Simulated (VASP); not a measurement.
# NaI (I4mm) in VASP: notebook

NaI is run at these levels: r2SCAN; tasks: single point.

All numbers are computed with VASP 6.6.1; they aren't measurements. Logs are shortened: lines on timing, memory, paths and dates and some standing lists are left out, and cuts for length are marked.

### 1 The cell of the first run

The structure is tetragonal, space group I4mm (No. 107). The conventional cell has a = 4.577 Å, b = 4.577 Å, c = 6.473 Å, α = 90.00°, β = 90.00°, γ = 90.00°. Within 3.7 Å of Na (site symmetry 4mm) lie 6 I at 2.80 to 3.67 Å. I (site symmetry 4mm) has 6 Na at 2.80 to 3.67 Å within 3.7 Å.

### 2 Single point, r2SCAN (all I atoms moved +0.438 Å, as atom 2 along Cartesian [0 1 0])

The input, POSCAR:

```
NaI
1.0
    0.0000000000      3.2364000000      3.2364000000
    3.2364000000      0.0000000000      3.2364000000
    3.2364000000      3.2364000000      0.0000000000
Na I
1 1
Direct
    0.0000000000      0.0000000000      0.0000000000
    0.5675905327      0.4324094673      0.5675905327
```

The input, INCAR.step1:

```
PREC = Accurate
ENCUT = 520
ISMEAR = 0
SIGMA = 0.05
LREAL = F
LASPH = T
NELM = 80
NBANDS = 14
GGA = PE
ALGO = Normal
EDIFF = 1E-4
LWAVE = T
LCHARG = F
```

The input, INCAR.step2:

```
PREC = Accurate
ENCUT = 520
EDIFF = 1E-6
ISMEAR = 0
SIGMA = 0.05
LREAL = F
LASPH = T
NELM = 80
ALGO = Normal
ISIF = 2
LWAVE = F
LCHARG = F
METAGGA = R2SCAN
LMIXTAU = T
NBANDS = 14
ISTART = 1
```

The input, KPOINTS:

```
Automatic mesh
0
Gamma
  6 6 6
```

Potentials or basis: VASP PAW PBE potentials, release 64 (Na_pv, I).

Command:

```console
$ cat potpaw_PBE.64/Na_pv/POTCAR potpaw_PBE.64/I/POTCAR > POTCAR
$ cp INCAR.step1 INCAR
$ mpirun -np 1 vasp_std > vasp.out
$ cp INCAR.step2 INCAR
$ mpirun -np 1 vasp_std > vasp.out
```

OUTCAR:

```text
PREC = Accurate
   ENCUT = 520
   EDIFF = 1E-6
   ISMEAR = 0
   LREAL = F
   LASPH = T
   NELM = 80
   ISIF = 2
   METAGGA = R2SCAN
   ISTART = 1

 ion  position               nearest neighbor table
   1  0.000  0.000  0.000-   2 2.80
   2  0.568  0.432  0.568-   1 2.80

  LATTYP: Found a face centered cubic cell.
 ALAT       =     6.4728000000

  Lattice vectors:

 A1 = (   0.0000000000,   3.2364000000,   3.2364000000)
 A2 = (   3.2364000000,   0.0000000000,   3.2364000000)
 A3 = (   3.2364000000,   3.2364000000,   0.0000000000)

Analysis of symmetry for initial positions (statically):
=====================================================================
 Subroutine PRICEL returns:
 Original cell was already a primitive cell.

 Routine SETGRP: Setting up the symmetry group for a
 face centered cubic supercell.

 Subroutine GETGRP returns: Found  8 space group operations
 (whereof  8 operations were pure point group operations)
 out of a pool of 48 trial point group operations.

The static configuration has the point symmetry C_4v.

Analysis of symmetry for dynamics (positions and initial velocities):
=====================================================================
 Subroutine PRICEL returns:
 Original cell was already a primitive cell.

 Routine SETGRP: Setting up the symmetry group for a
 face centered cubic supercell.

 Subroutine GETGRP returns: Found  8 space group operations
 (whereof  8 operations were pure point group operations)
 out of a pool of 48 trial point group operations.

The dynamic configuration has the point symmetry C_4v.

 Subroutine INISYM returns: Found  8 space group operations
 (whereof  8 operations are pure point group operations),
 and found     1 'primitive' translations

----------------------------------------------------------------------------------------

                                     Primitive cell

  volume of cell :      67.7980

  direct lattice vectors                    reciprocal lattice vectors
     0.000000000  3.236400000  3.236400000    -0.154492646  0.154492646  0.154492646
     3.236400000  0.000000000  3.236400000     0.154492646 -0.154492646  0.154492646
     3.236400000  3.236400000  0.000000000     0.154492646  0.154492646 -0.154492646

  length of vectors
     4.576960773  4.576960773  4.576960773     0.267589113  0.267589113  0.267589113

  position of ions in fractional coordinates (direct lattice)
     0.000000000  0.000000000  0.000000000
     0.567590533  0.432409467  0.567590533

  ion indices of the primitive-cell ions
   primitive index   ion index
                 1           1
                 2           2

----------------------------------------------------------------------------------------

 KPOINTS: Automatic mesh

Automatic generation of k-mesh.
 Grid dimensions read from file:
 generate k-points for:    6    6    6

 Generating k-lattice:

  Cartesian coordinates                     Fractional coordinates (reciprocal lattice)
    -0.025748774  0.025748774  0.025748774     0.166666667  0.000000000  0.000000000
     0.025748774 -0.025748774  0.025748774     0.000000000  0.166666667  0.000000000
     0.025748774  0.025748774 -0.025748774     0.000000000  0.000000000  0.166666667

  Length of vectors
     0.044598185  0.044598185  0.044598185

  Shift w.r.t. Gamma in fractional coordinates (k-lattice)
     0.000000000  0.000000000  0.000000000

 Subroutine IBZKPT returns following result:
 ===========================================

 Found     30 irreducible k-points:

 Following reciprocal coordinates:
            Coordinates               Weight
  0.000000  0.000000  0.000000      1.000000
  0.166667  0.000000  0.000000      8.000000
  0.333333  0.000000  0.000000      8.000000
  0.500000  0.000000  0.000000      4.000000
  0.166667  0.166667  0.000000      4.000000
  0.166667  0.000000  0.166667      2.000000
[... 16 lines left out ...]
  0.500000  0.333333  0.166667      8.000000
  0.166667  0.500000  0.333333      8.000000
 [... further k-points ...]
   k-points           NKPTS =     30   k-points in BZ     NKDIM =     30   number of bands    NBANDS=     14
   number of dos      NEDOS =    301   number of ions     NIONS =      2
   total plane-waves  NPLWV =  46656
   dimension x,y,z NGX =    36 NGY =   36 NGZ =   36
   dimension x,y,z NGXF=    72 NGYF=   72 NGZF=   72
   ions per type =               1   1
   NGX,Y,Z   is equivalent  to a cutoff of  13.08, 13.08, 13.08 a.u.
   NGXF,Y,Z  is equivalent  to a cutoff of  26.15, 26.15, 26.15 a.u.
 SYSTEM =  unknown system
   PREC   = accura    normal or accurate (medium, high low for compatibility)
   ISTART =      1    job   : 0-new  1-cont  2-samecut
   ICHARG =      0    charge: 1-file 2-atom 10-const
   ISPIN  =      1    spin polarized calculation?
   LNONCOLLINEAR =      F non collinear calculations
   LSORBIT =      F    spin-orbit coupling
   LASPH  =      T    aspherical Exc in radial PAW
   ENCUT  =  520.0 eV  38.22 Ry    6.18 a.u.   8.51  8.51  8.51*2*pi/ulx,y,z
   NELM   =     80;   NELMIN=  2; NELMDL=  0     # of ELM steps
   EDIFF  = 0.1E-05   stopping-criterion for ELM
   LREAL  =      F    real-space projection
[... 7 lines left out ...]
   TEBEG  =    0.0;   TEEND  =   0.0 temperature during run
   PSTRESS=    0.0 pullay stress
   NELECT =      14.0000    total number of electrons
   NUPDOWN=      -1.0000    fix difference up-down
   EMIN   =  10.00;   EMAX   =-10.00  energy-range for DOS
   EFERMI =   0.00;   METHOD = LEGACY
   ISMEAR =     0;   SIGMA  =   0.05  broadening in eV -4-tet -1-fermi 0-gaus
   EFERMI_NEDOS =   21; number of points for ismear=-14 and -15
   IALGO  =     38    algorithm
   IMIX   =      4    mixing-type and parameters
     AMIX     =   0.40;   BMIX     =  1.00
     AMIX_MAG =   1.60;   BMIX_MAG =  1.00
  volume/ion in A,a.u.               =      33.90       228.76
  Fermi-wavevector in a.u.,A,eV,Ry     =   0.967636  1.828567 12.739397  0.936319
  Thomas-Fermi vector in A             =   2.097538
   LORBIT       =      0    0 simple, 1 ext, 2 COOP (PROOUT), +10 PAW based schemes
   METAGGA = R2SCAN    functional components
   LHFCALC =     F    Hartree Fock is set to
   AEXX    =    0.0000 exact exchange contribution
   IVDW    =     0    specifies the selected vdW correction
   LEPSILON=     F    determine dielectric tensor
   LRPA    =     F    only Hartree local field effects (RPA)
 non-spin polarized calculation
 Gauss-broadening in eV      SIGMA  =   0.05
  energy-cutoff  :      520.00
  volume of cell :       67.80
 maximum number of plane-waves:      1853
 NGX is ok and might be reduce to    36
   NGX = 17   NGY = 17   NGZ = 17

 number of electron      13.9999993 magnetization

 Free energy of the ion-electron system (eV)
  ---------------------------------------------------
  ext. energy  EPLUGINS =         0.00000000
  ---------------------------------------------------
  free energy    TOTEN  =       -30.96194558 eV

  energy without entropy =      -30.96194558  energy(sigma->0) =      -30.96194558

 E-fermi :   0.7614     XC(G=0):  -8.0439

 val. band max:        0.4631714149   @ k =   0.0000   0.0000   0.0000
 cond. band min:       4.9169691841   @ k =   0.0000   0.0000   0.0000
 fundamental gap:      4.4537977692
 Fermi energy:         0.7614205587

 k-point     1 :       0.0000    0.0000    0.0000
  band No.  band energies     occupation
      1     -22.7450      2.00000
      2     -22.7318      2.00000
      3     -22.7316      2.00000
      4     -10.8882      2.00000
      5       0.4064      2.00000
      6       0.4632      2.00000
      7       0.4632      2.00000
      8       4.9170      0.00000
      9       8.9521      0.00000
     10       8.9521      0.00000
     11       9.0275      0.00000
     12      10.8344      0.00000
     13      11.0543      0.00000
     14      11.4824      0.00000

 k-point     2 :       0.1667    0.0000    0.0000
  band No.  band energies     occupation
      1     -22.7457      2.00000
      2     -22.7324      2.00000
      3     -22.7319      2.00000
      4     -10.8105      2.00000
      5      -0.2531      2.00000
      6       0.3530      2.00000
      7       0.3876      2.00000
      8       5.6904      0.00000
      9       8.4650      0.00000
     10       9.1678      0.00000
     11       9.2331      0.00000
     12      10.3601      0.00000
     13      10.5712      0.00000
     14      12.1473      0.00000

 k-point     3 :       0.3333    0.0000    0.0000
  band No.  band energies     occupation
      1     -22.7472      2.00000
      2     -22.7339      2.00000
      3     -22.7321      2.00000
      4     -10.6459      2.00000
      5      -1.2807      2.00000
      6       0.2126      2.00000
      7       0.2458      2.00000
      8       6.2318      0.00000
      9       8.7994      0.00000
     10       8.8154      0.00000
     11       9.2804      0.00000
     12      11.3374      0.00000
     13      11.3803      0.00000
     14      11.6774      0.00000
[... 324 lines left out ...]
 k-point    23 :       0.5000    0.3333    0.1667
  band No.  band energies     occupation
      1     -22.7472      2.00000
      2     -22.7342      2.00000
      3     -22.7334      2.00000
      4     -10.5448      2.00000
      5      -1.2089      2.00000
      6      -0.4573      2.00000
      7      -0.0747      2.00000
      8       7.0936      0.00000
      9       7.7263      0.00000
     10       8.1868      0.00000
     11      10.3905      0.00000
     12      11.3280      0.00000
     13      13.4322      0.00000
     14      14.1685      0.00000

 k-point    24 :       0.1667    0.5000    0.3333
  band No.  band energies     occupation
      1     -22.7473      2.00000
      2     -22.7351      2.00000
      3     -22.7325      2.00000
      4     -10.5452      2.00000
      5      -1.2045      2.00000
      6      -0.4815      2.00000
      7      -0.0442      2.00000
      8       7.1744      0.00000
      9       7.6918      0.00000
     10       8.1469      0.00000
     11      10.2854      0.00000
     12      11.2743      0.00000
     13      13.5250      0.00000
     14      14.1738      0.00000

 [... further k-points ...]

------------------------ aborting loop because EDIFF is reached ----------------------------------------

  FORCE on cell =-STRESS in cart. coord.  units (eV):
  Direction    XX          YY          ZZ          XY          YZ          ZX
  --------------------------------------------------------------------------------------
  -------------------------------------------------------------------------------------
  Total       -0.1628688      1.5954318     -0.1628688     -0.0000000      0.0000000      0.0000000
  in kB       -3.8488577     37.7026838     -3.8488577     -0.0000000      0.0000000      0.0000000
  external PRESSURE =      10.0016562 kB  Pullay stress =       0.0000000 kB

 VOLUME and BASIS-vectors are now :
 -----------------------------------------------------------------------------
  energy-cutoff  :      520.00
  volume of cell :       67.80
      direct lattice vectors                 reciprocal lattice vectors
     0.000000000  3.236400000  3.236400000    -0.154492646  0.154492646  0.154492646
     3.236400000  0.000000000  3.236400000     0.154492646 -0.154492646  0.154492646
     3.236400000  3.236400000  0.000000000     0.154492646  0.154492646 -0.154492646

 POSITION                                       TOTAL-FORCE (eV/Angst)
 -----------------------------------------------------------------------------------
      0.00000      0.00000      0.00000         0.000000      0.732261      0.000000
      3.23640      3.67390      3.23640         0.000000     -0.732261      0.000000
 -----------------------------------------------------------------------------------
    total drift:                                0.000014     -0.011009      0.000014

  FREE ENERGIE OF THE ION-ELECTRON SYSTEM (eV)
  ---------------------------------------------------
  free  energy   TOTEN  =       -30.9619455827 eV

  energy  without entropy=      -30.9619455827  energy(sigma->0) =      -30.96194558
```

It took 3.1 min on 1 thread of Intel Xeon 8259CL, shared host; peak memory 0.22 GiB.

What came out:

| Quantity | Value |
| --- | --- |
| Free energy | -30.9619 eV |
| Pressure | 1.0 GPa |
| Largest force | 0.732 eV/Å |
| Band gap on the k mesh | 4.45 eV |

Forces on the atoms (eV/Å):
```
Na   0.000  0.732  0.000
I    0.000 -0.732  0.000
```

Stress tensor (GPa, compression positive):
```
-0.38  0.00  0.00
 0.00  3.77  0.00
 0.00  0.00 -0.38
```

Caveat: the cell differs from its parent crystal (all I atoms moved +0.438 Å, as atom 2 along Cartesian [0 1 0]); the PAW data sets were made with another functional, which shifts forces and pressure a little; spin-orbit coupling is left out, which moves the levels of the heavy elements.

### 3 Single point, r2SCAN (all I atoms moved +0.312 Å, as atom 2 along Cartesian [0 1 0])

Changes to POSCAR since step 2:

```diff
@@ -9,2 +9,2 @@
     0.0000000000      0.0000000000      0.0000000000
-    0.5675905327      0.4324094673      0.5675905327
+    0.5482789519      0.4517210481      0.5482789519
```

The input, INCAR.step1:

```
ALGO = Normal
EDIFF = 1E-4
ENCUT = 520
GGA = PE
ISMEAR = 0
LASPH = True
LCHARG = False
LREAL = False
LWAVE = True
NBANDS = 14
NELM = 60
PREC = Accurate
SIGMA = 0.05
```

The input, INCAR.step2:

```
ALGO = Normal
EDIFF = 1E-7
ENCUT = 520
ISIF = 2
ISMEAR = 0
ISTART = 1
LASPH = True
LCHARG = True
LELF = True
LMIXTAU = True
LREAL = False
LVHAR = True
LWAVE = False
METAGGA = R2SCAN
NBANDS = 14
NELM = 60
PREC = Accurate
SIGMA = 0.05
```

The input, KPOINTS:

```
k-points
0
Gamma
  6 6 6
```

Potentials or basis: VASP PAW PBE potentials, release 64 (Na_pv, I).

Command:

```console
$ cat potpaw_PBE.64/Na_pv/POTCAR potpaw_PBE.64/I/POTCAR > POTCAR
$ cp INCAR.step1 INCAR
$ mpirun -np 1 vasp_std > vasp.out
$ cp INCAR.step2 INCAR
$ mpirun -np 1 vasp_std > vasp.out
```

Run time: 3.4 min. Hardware: 1 thread of Intel Xeon 8259CL, shared host; peak memory 0.22 GiB.

The run converged. Its results:

```yaml
Free_energy: -31.0313 eV
Pressure: 0.4 GPa
Largest_force: 0.404 eV/Å
Band_gap_on_the_k_mesh: 4.45 eV
```

Forces on the atoms (eV/Å):
```
Na   0.000  0.404  0.000
I    0.000 -0.404  0.000
```

Stress tensor (GPa, compression positive):
```
-0.29  0.00  0.00
 0.00  1.71  0.00
 0.00  0.00 -0.29
```

Levels at points of the mesh, in eV from the valence-band top:
```
           k point  band 3  band 4  band 5  band 6  band 7  band 8  band 9  band 10  band 11  band 12
(0.00, 0.00, 0.00)  -23.22  -11.35   -0.03    0.00    0.00    4.45    8.48     8.48     8.52    10.35
(0.50, 0.00, 0.00)  -23.22  -11.02   -2.18   -0.31   -0.29    5.70    8.08     8.12     9.73    11.06
(0.50, 0.50, 0.00)  -23.22  -10.93   -1.93   -0.77   -0.76    5.24    6.02    10.74    12.10    12.31
(0.50, 0.00, 0.50)  -23.22  -10.93   -1.94   -0.75   -0.75    5.25    6.04    10.67    12.24    12.32
```

Caveat: the cell differs from its parent crystal (all I atoms moved +0.312 Å, as atom 2 along Cartesian [0 1 0]); the PAW data sets were made with another functional, which shifts forces and pressure a little; spin-orbit coupling is left out, which moves the levels of the heavy elements.

### 4 Single point, r2SCAN (all I atoms moved +0.188 Å, as atom 2 along Cartesian [0 1 0])

Changes to POSCAR since step 3:

```diff
@@ -9,2 +9,2 @@
     0.0000000000      0.0000000000      0.0000000000
-    0.5482789519      0.4517210481      0.5482789519
+    0.5289673712      0.4710326288      0.5289673712
```

The input, INCAR.step1:

```
  ALGO = Normal
  EDIFF = 1E-4
  ENCUT = 520
  GGA = PE
  ISMEAR = 0
  LASPH = True
  LCHARG = False
  LREAL = False
  LWAVE = True
  NBANDS = 14
  NELM = 100
  PREC = Accurate
  SIGMA = 0.05
```

The input, INCAR.step2:

```
  ALGO = Normal
  EDIFF = 1E-6
  ENCUT = 520
  ISIF = 2
  ISMEAR = 0
  ISTART = 1
  LASPH = True
  LCHARG = False
  LMIXTAU = True
  LREAL = False
  LWAVE = False
  METAGGA = R2SCAN
  NBANDS = 14
  NELM = 100
  PREC = Accurate
  SIGMA = 0.05
```

KPOINTS is that of step 3.

Command:

```console
$ cat potpaw_PBE.64/Na_pv/POTCAR potpaw_PBE.64/I/POTCAR > POTCAR
$ cp INCAR.step1 INCAR
$ mpirun -np 1 vasp_std > vasp.out
$ cp INCAR.step2 INCAR
$ mpirun -np 1 vasp_std > vasp.out
```

Wall time 3 min (1 thread of Intel Xeon 8259CL, shared host); peak memory 0.22 GiB.

It converged, with:

| Item | Value |
| --- | --- |
| Free energy | -31.0680 eV |
| Pressure | 0.0 GPa |
| Largest force | 0.199 eV/Å |
| Band gap on the k mesh | 4.44 eV |

Forces on the atoms (eV/Å):
```
Na   0.000  0.199  0.000
I    0.000 -0.199  0.000
```

Stress tensor (GPa, compression positive):
```
-0.22  0.00  0.00
 0.00  0.48  0.00
 0.00  0.00 -0.22
```

Levels at points of the mesh, in eV from the valence-band top:
```csv
k point,band 4,band 5,band 6,band 7,band 8,band 9,band 10,band 11
"(0.00, 0.00, 0.00)",-11.35,-0.01,0.00,0.00,4.44,8.48,8.48,8.49
"(0.50, 0.00, 0.00)",-11.01,-2.18,-0.30,-0.29,5.70,8.07,8.09,9.76
"(0.50, 0.50, 0.00)",-10.93,-1.93,-0.77,-0.76,5.23,6.02,10.73,12.13
"(0.50, 0.00, 0.50)",-10.93,-1.94,-0.76,-0.76,5.23,6.03,10.71,12.20
```

Caveat: the cell differs from its parent crystal (all I atoms moved +0.188 Å, as atom 2 along Cartesian [0 1 0]); the PAW data sets were made with another functional, which shifts forces and pressure a little; spin-orbit coupling is left out, which moves the levels of the heavy elements.

### 5 Overview

| cell | gap on the mesh (eV) | pressure (GPa) | largest force (eV/Å) |
| --- | --- | --- | --- |
| as given, atomic positions A | 4.45 | 1.0 | 0.73 |
| as given, atomic positions B | 4.45 | 0.4 | 0.40 |
| as given, atomic positions C | 4.44 | 0.0 | 0.20 |

Alike in all rows: task single point; level r2SCAN; potentials or basis VASP PAW PBE potentials, release 64 (Na_pv, I); no spin polarisation; k mesh 6 × 6 × 6; cutoff (eV) 520; smearing gaussian 0.05 eV.

Caveats: the PAW data sets were made with another functional, which shifts forces and pressure a little; spin-orbit coupling is left out, which moves the levels of the heavy elements.

Absolute energies hang on the potentials; compare differences alone.
